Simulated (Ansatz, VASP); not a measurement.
# H2C: VASP beside Ansatz

```
C H
1.0
    15.00000    0.00000    0.00000
     0.00000   15.50000    0.00000
     0.00000    0.00000   16.00000
C H
1 2
Direct
  0.49958 0.49959 0.48294
  0.56715 0.50142 0.50705
  0.43327 0.49899 0.51000
```

Alike in both runs: functional PBE; dispersion D3(BJ); k mesh 1 × 1 × 1; occupations gaussian, width 0.005 eV; collinear spin.

Ansatz relaxed the structure, and its values are those at the end. VASP's run is a single point on that final structure, the one shown.

|  | VASP | Ansatz |
| --- | --- | --- |
| version | VASP 6.6.1 | Ansatz 0.2.0 |
| potentials or method | VASP PAW PBE potentials, release 64 (C, H), cutoff 520 eV | scalar-relativistic, plane waves, PAW |
| valence electrons in the cell | 6 | 6 |

|  | VASP | Ansatz | Ansatz less VASP |
| --- | --- | --- | --- |
| gap on the k mesh at the Fermi level (eV) | 2.50 | 2.47 | -0.029 |
| rms of the force components (eV/Å) | 0.006 | 0.000 | -0.0059 |
| net moment per atom (μB) | 0.67 | 0.67 | 0.000 |
| size of the moment on the site where the two differ most (μB) | 0.95 | 0.36 | -0.590 |

Site moments also hang on the region over which each program counts them.
